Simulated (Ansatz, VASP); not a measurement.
**Two plane-wave programs on Pb**

```
CELL_PARAMETERS angstrom
0.00000 2.52027 2.52027
2.52027 0.00000 2.52027
2.52027 2.52027 0.00000
ATOMIC_POSITIONS crystal
Pb 0.00000 0.00000 0.00000
```

Alike in both runs: functional PBE; k mesh 14 × 14 × 14; occupations fermi-dirac, width 0.05 eV; no spin polarisation.

Ansatz relaxed the structure, and its values are those at the end. VASP's run is a single point on that final structure, the one shown.

|  | VASP | Ansatz |
| --- | --- | --- |
| version | VASP 6.6.1 | Ansatz 0.2.0 |
| potentials or method | VASP PAW PBE potentials, release 64 (Pb_d) | PAW with Ansatz's default frozen-core files, scalar-relativistic |
| plane-wave cutoff (eV) | 520 | 420 |
| valence electrons in the cell | 14 | 14 |

```csv
,VASP,Ansatz,Ansatz less VASP
pressure (GPa),0.0,0.0,+0.06
```

Neither program's run includes spin-orbit coupling.
